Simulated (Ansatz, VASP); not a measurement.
Two plane-wave programs on NaAg

```
CELL_PARAMETERS angstrom
0.00000 2.88228 2.88228
2.88228 0.00000 2.88228
2.88228 2.88228 0.00000
ATOMIC_POSITIONS crystal
Na 0.00000 0.00000 0.00000
Ag 0.50000 0.50000 0.50000
```

Alike in both runs: task electric field gradients; functional r2SCAN; k mesh 12 × 12 × 12; occupations fermi-dirac, width 0.05 eV; no spin polarisation.

```csv
,VASP,Ansatz
version,VASP 6.6.1,Ansatz 0.2.0
potentials or method,"VASP PAW PBE potentials, release 64 (Na_pv, Ag)","PAW with Ansatz's default frozen-core files, scalar-relativistic"
plane-wave cutoff (eV),520,500
valence electrons in the cell,18,28
```

|  | VASP | Ansatz | Ansatz less VASP |
| --- | --- | --- | --- |
| gap on the k mesh at the Fermi level (eV) | none | none | - |
| pressure (GPa) | 2.3 | 2.4 | +0.11 |

VASP's potentials were made for PBE, not for r2SCAN. A gap of «none» marks a metal or a gap that the smearing closes. VASP's potentials hold 18 valence electrons a cell and Ansatz's 28, so a difference there can come from the potentials and not from the codes.
